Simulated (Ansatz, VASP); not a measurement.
## Two plane-wave programs on Lu

File INCAR:

```
SYSTEM = Lu
PREC = Accurate
ENCUT = 520
EDIFF = 1E-7
ISMEAR = -1
SIGMA = 0.1
LREAL = .False.
LASPH = .True.
NELM = 60
ALGO = Normal
ISIF = 2
LWAVE = .False.
LCHARG = .False.
GGA = PE
NBANDS = 44
```

KPOINTS

```
Automatic mesh
0
Gamma
  8 8 10
  0 0 0
```

The input POSCAR:

```
Lu
1.0
    5.6441498304      0.0000000000      0.0000000000
   -2.8220749152      4.8879771359      0.0000000000
    0.0000000000      0.0000000000      3.5417717495
Lu
3
Direct
    1.0000000000      1.0000000000      0.0000000000
    0.3333333333      0.6666666667      0.5000000000
    0.6666666667      0.3333333333      0.5000000000
```

Input for Ansatz:

```yaml
crystal:
  lattice:
    - [5.6441498304, 0.0, 0.0]
    - [-2.8220749152, 4.8879771359, 0.0]
    - [0.0, 0.0, 3.5417717495]
  atoms:
    - { symbol: Lu, position: [1.0, 1.0, 0.0] }
    - { symbol: Lu, position: [0.3333333333, 0.6666666667, 0.5] }
    - { symbol: Lu, position: [0.6666666667, 0.3333333333, 0.5] }
hamiltonian:
  xc: pbe
  pseudopotentials:
    kind: paw
    azcp:
      Lu: "pseudopotentials/Lu.paw.azcp"
basis:
  ecutwfc: 420
  fft_grid_basis: typed
kpoints:
  mp_grid: { grid: [8, 8, 10], shift: [0, 0, 0] }
magnetization:
  spin_polarized: false
scf:
  occupations: { method: fermi_dirac, width: 0.1 }
  lower_state_search: "off"
output:
  stress: true
```

Alike in both runs: task single point; functional PBE; k mesh 8 × 8 × 10; occupations fermi-dirac, width 0.1 eV; no spin polarisation.

|  | VASP | Ansatz |
| --- | --- | --- |
| version | VASP 6.6.1 | Ansatz 0.2.0 |
| potentials or method | VASP PAW PBE potentials, release 64 (Lu), cutoff 520 eV | plane waves (420 eV) with PAW, scalar-relativistic |
| valence electrons in the cell | 75 | 75 |

Ansatz gave:

| Item | Value |
| --- | --- |
| pressure (GPa) | -4.1 |

Problem. What did VASP give for the same quantities?

Solution. Pressure (GPa): -4.0.

Spin-orbit coupling is off throughout.
